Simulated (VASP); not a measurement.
# GaN (Imm2) in VASP: notebook

Runs on GaN. Level: PBE. Tasks: single point.

Everything below comes from runs of VASP 6.6.1. Logs are shortened: lines on timing, memory, paths and dates and some standing lists are left out, and cuts for length are marked.

## Step 1: The cell of the first run

Symmetry: Imm2, No. 44, orthorhombic system. The conventional cell has a = 3.097 Å, b = 3.276 Å, c = 4.507 Å, α = 90.00°, β = 90.00°, γ = 90.00°. Within 2.5 Å of Ga (site symmetry mm2) lie 4 N at 1.92 to 1.99 Å. N (site symmetry mm2) has 4 Ga at 1.92 to 1.99 Å within 2.5 Å.

## Step 2: Single point, PBE (strain +0.0562 x Voigt [0, 0, 0, 0, 0, 1])

The input, INCAR:

```
SYSTEM = GaN
ALGO = Normal
EDIFF = 1E-6
ENCUT = 520
GGA = PE
ISIF = 2
ISMEAR = 0
LASPH = .True.
LCHARG = .True.
LELF = .True.
LREAL = .False.
LVHAR = .True.
LWAVE = .False.
NBANDS = 16
NELM = 80
PREC = Accurate
SIGMA = 0.05
```

The input, KPOINTS:

```
k-points
0
Gamma
  10 10 10
  0 0 0
```

The input, POSCAR:

```
GaN
1.0
    0.0633233671      2.2535006075      2.2535006075
    2.2535006075      0.0633233671      2.2535006075
    2.3168239746      2.3168239746      0.0000000000
Ga N
1 1
Direct
    0.0000000000      0.0000000000      0.0000000000
    0.7500000000      0.7500000000      0.7500000000
```

Potentials or basis: VASP PAW PBE potentials, release 64 (Ga_d, N).

Launch:

```bash
$ cat potpaw_PBE.64/Ga_d/POTCAR potpaw_PBE.64/N/POTCAR > POTCAR
$ mpirun -np 1 vasp_std > vasp.out
```

OUTCAR:

```text
SYSTEM = GaN
   EDIFF = 1E-6
   ENCUT = 520
   GGA = PE
   ISIF = 2
   ISMEAR = 0
   LASPH = .True.
   LREAL = .False.
   NELM = 80
   PREC = Accurate

 ion  position               nearest neighbor table
   1  0.000  0.000  0.000-   2 1.92   2 1.92   2 1.99   2 1.99
   2  0.750  0.750  0.750-   1 1.92   1 1.92   1 1.99   1 1.99

  LATTYP: Found a body centered orthorhombic cell.
 ALAT       =     3.0973783574
 B/A-ratio  =     1.0578248791
 C/A-ratio  =     1.4551019265

  Lattice vectors:

 A1 = (   2.2535006075,   0.0633233671,  -2.2535006075)
 A2 = (  -2.2535006075,  -0.0633233671,  -2.2535006075)
 A3 = (   0.0633233671,   2.2535006075,   2.2535006075)

Analysis of symmetry for initial positions (statically):
=====================================================================
 Subroutine PRICEL returns:
 Original cell was already a primitive cell.

 Routine SETGRP: Setting up the symmetry group for a
 body centered orthorhombic supercell.

 Subroutine GETGRP returns: Found  4 space group operations
 (whereof  4 operations were pure point group operations)
 out of a pool of  8 trial point group operations.

The static configuration has the point symmetry C_2v.

Analysis of symmetry for dynamics (positions and initial velocities):
=====================================================================
 Subroutine PRICEL returns:
 Original cell was already a primitive cell.

 Routine SETGRP: Setting up the symmetry group for a
 body centered orthorhombic supercell.

 Subroutine GETGRP returns: Found  4 space group operations
 (whereof  4 operations were pure point group operations)
 out of a pool of  8 trial point group operations.

The dynamic configuration has the point symmetry C_2v.

 Subroutine INISYM returns: Found  4 space group operations
 (whereof  4 operations are pure point group operations),
 and found     1 'primitive' translations

----------------------------------------------------------------------------------------

                                     Primitive cell

  volume of cell :      22.8697

  direct lattice vectors                    reciprocal lattice vectors
     0.063323367  2.253500607  2.253500607    -0.228292026  0.228292026  0.221877020
     2.253500607  0.063323367  2.253500607     0.228292026 -0.228292026  0.221877020
     2.316823975  2.316823975  0.000000000     0.215812684  0.215812684 -0.221877020

  length of vectors
     3.187560168  3.187560168  3.276483887     0.391744701  0.391744701  0.377332269

  position of ions in fractional coordinates (direct lattice)
     0.000000000  0.000000000  0.000000000
     0.750000000  0.750000000  0.750000000

  ion indices of the primitive-cell ions
   primitive index   ion index
                 1           1
                 2           2

----------------------------------------------------------------------------------------

 KPOINTS: k-points

Automatic generation of k-mesh.
 Grid dimensions read from file:
 generate k-points for:   10   10   10

 Generating k-lattice:

  Cartesian coordinates                     Fractional coordinates (reciprocal lattice)
    -0.022829203  0.022829203  0.022187702     0.100000000  0.000000000  0.000000000
     0.022829203 -0.022829203  0.022187702     0.000000000  0.100000000  0.000000000
     0.021581268  0.021581268 -0.022187702    -0.000000000 -0.000000000  0.100000000

  Length of vectors
     0.039174470  0.039174470  0.037733227

  Shift w.r.t. Gamma in fractional coordinates (k-lattice)
     0.000000000  0.000000000  0.000000000

 Subroutine IBZKPT returns following result:
 ===========================================

 Found    171 irreducible k-points:

 Following reciprocal coordinates:
            Coordinates               Weight
  0.000000  0.000000  0.000000      1.000000
  0.100000 -0.000000  0.000000      4.000000
  0.200000 -0.000000  0.000000      4.000000
  0.300000  0.000000  0.000000      4.000000
  0.400000 -0.000000  0.000000      4.000000
  0.500000  0.000000  0.000000      2.000000
[... 16 lines left out ...]
  0.300000  0.300000  0.000000      2.000000
  0.400000  0.300000  0.000000      4.000000
 [... further k-points ...]
   k-points           NKPTS =    171   k-points in BZ     NKDIM =    171   number of bands    NBANDS=     16
   number of dos      NEDOS =    301   number of ions     NIONS =      2
   total plane-waves  NPLWV =  13824
   dimension x,y,z NGX =    24 NGY =   24 NGZ =   24
   dimension x,y,z NGXF=    48 NGYF=   48 NGZF=   48
   ions per type =               1   1
   NGX,Y,Z   is equivalent  to a cutoff of  12.52, 12.52, 12.18 a.u.
   NGXF,Y,Z  is equivalent  to a cutoff of  25.03, 25.03, 24.35 a.u.
 SYSTEM =  GaN
   PREC   = accura    normal or accurate (medium, high low for compatibility)
   ISTART =      0    job   : 0-new  1-cont  2-samecut
   ICHARG =      2    charge: 1-file 2-atom 10-const
   ISPIN  =      1    spin polarized calculation?
   LNONCOLLINEAR =      F non collinear calculations
   LSORBIT =      F    spin-orbit coupling
   LASPH  =      T    aspherical Exc in radial PAW
   ENCUT  =  520.0 eV  38.22 Ry    6.18 a.u.   5.93  5.93  6.09*2*pi/ulx,y,z
   NELM   =     80;   NELMIN=  2; NELMDL= -5     # of ELM steps
   EDIFF  = 0.1E-05   stopping-criterion for ELM
   LREAL  =      F    real-space projection
   EDIFFG = 0.1E-04   stopping-criterion for IOM
   NSW    =      0    number of steps for IOM
   IBRION =     -1    ionic relax: 0-MD 1-quasi-New 2-CG
   NFREE  =      0    steps in history (QN), initial steepest desc. (CG)
   ISIF   =      2    stress and relaxation
   ISYM   =      2    0-nonsym 1-usesym 2-fastsym
   POTIM  = 0.5000    time-step for ionic-motion
   TEBEG  =    0.0;   TEEND  =   0.0 temperature during run
   PSTRESS=    0.0 pullay stress
   NELECT =      18.0000    total number of electrons
   NUPDOWN=      -1.0000    fix difference up-down
   EMIN   =  10.00;   EMAX   =-10.00  energy-range for DOS
   EFERMI =   0.00;   METHOD = LEGACY
   ISMEAR =     0;   SIGMA  =   0.05  broadening in eV -4-tet -1-fermi 0-gaus
   EFERMI_NEDOS =   21; number of points for ismear=-14 and -15
   IALGO  =     38    algorithm
   IMIX   =      4    mixing-type and parameters
     AMIX     =   0.40;   BMIX     =  1.00
     AMIX_MAG =   1.60;   BMIX_MAG =  1.00
  volume/ion in A,a.u.               =      11.43        77.17
  Fermi-wavevector in a.u.,A,eV,Ry     =   1.511515  2.856348 31.084909  2.284676
  Thomas-Fermi vector in A             =   2.621562
   LORBIT       =      0    0 simple, 1 ext, 2 COOP (PROOUT), +10 PAW based schemes
   GGA     = PE    functional components
   LHFCALC =     F    Hartree Fock is set to
   AEXX    =    0.0000 exact exchange contribution
   IVDW    =     0    specifies the selected vdW correction
   LEPSILON=     F    determine dielectric tensor
   LRPA    =     F    only Hartree local field effects (RPA)
 non-spin polarized calculation
 Gauss-broadening in eV      SIGMA  =   0.05
  energy-cutoff  :      520.00
  volume of cell :       22.87
 maximum number of plane-waves:       632
   NGX = 11   NGY = 11   NGZ = 13

 number of electron      17.9999999 magnetization

 Free energy of the ion-electron system (eV)
  ---------------------------------------------------
  ext. energy  EPLUGINS =         0.00000000
  ---------------------------------------------------
  free energy    TOTEN  =       -12.09925495 eV

  energy without entropy =      -12.09925495  energy(sigma->0) =      -12.09925495

 E-fermi :   5.6377     XC(G=0): -11.6704

 val. band max:        5.4077159372   @ k =   0.0000   0.0000   0.0000
 cond. band min:       6.9636655257   @ k =   0.0000   0.0000   0.0000
 fundamental gap:      1.5559495885
 Fermi energy:         5.6377234114

 k-point     1 :       0.0000    0.0000    0.0000
  band No.  band energies     occupation
      1     -10.6658      2.00000
      2      -8.1607      2.00000
      3      -8.1565      2.00000
      4      -8.1552      2.00000
      5      -7.8370      2.00000
      6      -7.8358      2.00000
[... 8 lines left out ...]
     15      23.8020      0.00000
     16      24.2977      0.00000

 k-point     2 :       0.1000   -0.0000    0.0000
  band No.  band energies     occupation
      1     -10.5494      2.00000
      2      -8.1459      2.00000
      3      -8.1403      2.00000
      4      -8.1166      2.00000
      5      -7.8388      2.00000
      6      -7.8384      2.00000
[... 8 lines left out ...]
     15      22.5472      0.00000
     16      23.1164      0.00000

 k-point     3 :       0.2000   -0.0000    0.0000
  band No.  band energies     occupation
      1     -10.2579      2.00000
      2      -8.1060      2.00000
      3      -8.1056      2.00000
      4      -7.9527      2.00000
      5      -7.8412      2.00000
      6      -7.8352      2.00000
[... 8 lines left out ...]
     15      21.5864      0.00000
     16      22.2652      0.00000

 k-point     4 :       0.3000    0.0000    0.0000
  band No.  band energies     occupation
      1      -9.9555      2.00000
      2      -8.0777      2.00000
      3      -8.0705      2.00000
      4      -7.8292      2.00000
      5      -7.8210      2.00000
      6      -7.5284      2.00000
[... 8 lines left out ...]
     15      21.9780      0.00000
     16      22.9019      0.00000
[... 324 lines left out ...]
 k-point    22 :      -0.2000    0.2000    0.0000
  band No.  band energies     occupation
      1      -9.8560      2.00000
      2      -8.0484      2.00000
      3      -8.0421      2.00000
      4      -7.8729      2.00000
      5      -7.8395      2.00000
      6      -7.3263      2.00000
[... 8 lines left out ...]
     15      22.8030      0.00000
     16      25.6905      0.00000

 k-point    23 :       0.3000    0.3000    0.0000
  band No.  band energies     occupation
      1      -9.8110      2.00000
      2      -8.0108      2.00000
      3      -7.9864      2.00000
      4      -7.9507      2.00000
      5      -7.7859      2.00000
      6      -7.3672      2.00000
[... 8 lines left out ...]
     15      27.3915      0.00000
     16      27.7975      0.00000

 k-point    24 :       0.4000    0.3000    0.0000
  band No.  band energies     occupation
      1      -9.6915      2.00000
      2      -8.0284      2.00000
      3      -7.9548      2.00000
      4      -7.9141      2.00000
      5      -7.7759      2.00000
      6      -6.9054      2.00000
[... 8 lines left out ...]
     15      27.5913      0.00000
     16      27.7320      0.00000

 [... further k-points ...]
[... 5 lines left out ...]
  --------------------------------------------------------------------------------------
  -------------------------------------------------------------------------------------
  Total        0.8593167      0.8593167      0.8078004     -1.5432384      0.0000000     -0.0000000
  in kB       60.2010186     60.2010186     56.5919538   -108.1144207      0.0000000     -0.0000000
  external PRESSURE =      58.9979970 kB  Pullay stress =       0.0000000 kB

 VOLUME and BASIS-vectors are now :
 -----------------------------------------------------------------------------
  energy-cutoff  :      520.00
  volume of cell :       22.87
      direct lattice vectors                 reciprocal lattice vectors
     0.063323367  2.253500607  2.253500607    -0.228292026  0.228292026  0.221877020
     2.253500607  0.063323367  2.253500607     0.228292026 -0.228292026  0.221877020
     2.316823975  2.316823975  0.000000000     0.215812684  0.215812684 -0.221877020

 POSITION                                       TOTAL-FORCE (eV/Angst)
 -----------------------------------------------------------------------------------
      0.00000      0.00000      0.00000         0.000000      0.000000     -0.482199
      3.47524      3.47524      3.38025        -0.000000     -0.000000      0.482199
 -----------------------------------------------------------------------------------
    total drift:                                0.000000      0.000000     -0.000073

  FREE ENERGIE OF THE ION-ELECTRON SYSTEM (eV)
  ---------------------------------------------------
  free  energy   TOTEN  =       -12.0992549487 eV

  energy  without entropy=      -12.0992549487  energy(sigma->0) =      -12.09925495
```

It took 2.1 min on 1 thread of Intel Xeon 6975P-C, shared host; peak memory 0.15 GiB.

What came out:

```
Free energy            : -12.0993 eV
Pressure               : 5.9 GPa
Largest force          : 0.482 eV/Å
Band gap on the k mesh : 1.56 eV, direct
```

Forces in eV/Å, atoms in the order of the input:
```
Ga   0.000  0.000 -0.482
N    0.000  0.000  0.482
```

Caveat: the cell differs from its parent crystal (strain +0.0562 x Voigt [0, 0, 0, 0, 0, 1]).

## Step 3: Single point, PBE (strain +0.0187 x Voigt [0, 0, 0, 0, 0, 1])

The input, INCAR:

```
PREC     = Accurate       # precision mode
ENCUT    = 520            # plane-wave cutoff, eV
EDIFF    = 1E-7           # SCF threshold, eV
ISMEAR   = 0              # smearing method
SIGMA    = 0.05           # smearing width, eV
LREAL    = F              # projectors in reciprocal space
LASPH    = T              # aspherical terms in the spheres
NELM     = 60             # most SCF steps
ALGO     = Normal         # electronic algorithm
ISIF     = 2              # what is computed and relaxed
LWAVE    = F              # write WAVECAR
LCHARG   = T              # write CHGCAR
GGA      = PE             # functional
LELF     = T              # ELF
LVHAR    = T            
NBANDS   = 16             # bands
```

The input, KPOINTS:

```
Automatic mesh
0
Gamma
  10 10 10
```

The input, POSCAR:

```
GaN
1.0
    0.0210702307      2.2535006075      2.2535006075
    2.2535006075      0.0210702307      2.2535006075
    2.2745708382      2.2745708382      0.0000000000
Ga N
1 1
Direct
    0.0000000000      0.0000000000      0.0000000000
    0.7500000000      0.7500000000      0.7500000000
```

Potentials or basis: VASP PAW PBE potentials, release 64 (Ga_d, N).

Launch:

```bash
$ cat potpaw_PBE.64/Ga_d/POTCAR potpaw_PBE.64/N/POTCAR > POTCAR
$ mpirun -np 1 vasp_std > vasp.out
```

Wall time 2 min (1 thread of Intel Xeon 6975P-C, shared host); peak memory 0.16 GiB.

The run converged. Its results:

```
Free energy            : -12.1383 eV
Pressure               : 5.2 GPa
Largest force          : 0.159 eV/Å
Band gap on the k mesh : 1.68 eV, direct
```

Forces in eV/Å, atoms in the order of the input:
```
Ga   0.000  0.000 -0.159
N    0.000  0.000  0.159
```

Stress tensor (GPa, compression positive):
```
 5.17 -3.59  0.00
-3.59  5.17  0.00
 0.00  0.00  5.13
```

Levels at points of the mesh, in eV from the valence-band top:
| k point | band 6 | band 7 | band 8 | band 9 | band 10 | band 11 | band 12 | band 13 |
| --- | --- | --- | --- | --- | --- | --- | --- | --- |
| (0.00, 0.00, 0.00) | -13.16 | -0.07 | -0.04 | 0.00 | 1.68 | 10.04 | 10.27 | 10.50 |
| (0.50, 0.00, 0.00) | -11.88 | -7.06 | -1.05 | -1.04 | 4.53 | 8.73 | 10.15 | 10.34 |
| (0.50, 0.50, 0.00) | -11.49 | -6.16 | -2.85 | -2.62 | 3.30 | 6.64 | 11.67 | 13.82 |
| (0.00, 0.00, 0.50) | -11.95 | -7.09 | -0.97 | -0.96 | 4.68 | 8.64 | 10.34 | 10.51 |
| (0.50, 0.00, 0.50) | -11.49 | -6.16 | -2.74 | -2.74 | 3.32 | 6.63 | 11.66 | 13.92 |

Caveat: the cell differs from its parent crystal (strain +0.0187 x Voigt [0, 0, 0, 0, 0, 1]).
